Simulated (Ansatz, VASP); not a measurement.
# One calculation of MgSnSb2, two programs

The input POSCAR:

```
MgSnSb2
1.0
    4.6907090461      0.0000000000      0.0000000000
    0.0000000000      4.6907090461      0.0000000000
    0.0000000000      0.0000000000      6.6838051040
Mg Sb Sn
1 2 1
Direct
    0.0000000000      0.0000000000      0.0000000000
    0.0000000000      0.5000000000      0.2428810293
    0.5000000000      0.0000000000      0.7571189707
    0.5000000000      0.5000000000      0.5000000000
```

Contents of INCAR.step1:

```
PREC = Accurate
ENCUT = 520
ISMEAR = -1
SIGMA = 0.02
LREAL = F
LASPH = T
NELM = 100
NBANDS = 21
GGA = PE
ALGO = Normal
EDIFF = 1E-4
LWAVE = T
LCHARG = F
```

File INCAR.step2:

```
PREC = Accurate
ENCUT = 520
EDIFF = 1E-6
ISMEAR = -1
SIGMA = 0.02
LREAL = F
LASPH = T
NELM = 100
ALGO = Normal
ISIF = 2
LWAVE = F
LCHARG = F
METAGGA = R2SCAN
LMIXTAU = T
NBANDS = 21
ISTART = 1
```

Contents of KPOINTS:

```
regular mesh
0
Gamma
  4 4 4
```

Input for Ansatz:

```yaml
crystal:
  lattice:
    - [4.6907090461, 0.0, 0.0]
    - [0.0, 4.6907090461, 0.0]
    - [0.0, 0.0, 6.683805104]
  atoms:
    - { symbol: Mg, position: [0.0, 0.0, 0.0] }
    - { symbol: Sb, position: [0.0, 0.5, 0.2428810293] }
    - { symbol: Sn, position: [0.5, 0.5, 0.5] }
    - { symbol: Sb, position: [0.5, 0.0, 0.7571189707] }
kpoints:
  mp_grid: { grid: [4, 4, 4] }
hamiltonian:
  xc: r2scan
scf:
  occupations: { method: fermi_dirac, width: 0.02 }
  n_extra_bands: 5
output:
  forces: true
  stress: true
  eigenvalues: true
```

Alike in both runs: task single point; functional r2SCAN; k mesh 4 × 4 × 4; occupations fermi-dirac, width 0.02 eV; no spin polarisation.

|  | VASP | Ansatz |
| --- | --- | --- |
| version | VASP 6.6.1 | Ansatz 0.2.0 |
| potentials or method | VASP PAW PBE potentials, release 64 (Mg, Sb, Sn_d) | plane waves, PAW |
| plane-wave cutoff (eV) | 520 | 500 |
| valence electrons in the cell | 26 | 54 |

```csv
,VASP,Ansatz,Ansatz less VASP
pressure (GPa),-2.0,-2.0,-0.01
rms of the force components (eV/Å),0.029,0.038,+0.0089
```

VASP's potentials were made for PBE, not for r2SCAN. VASP's potentials hold 26 valence electrons a cell and Ansatz's 54, so a difference there can come from the potentials and not from the codes.

Neither program's run includes spin-orbit coupling.
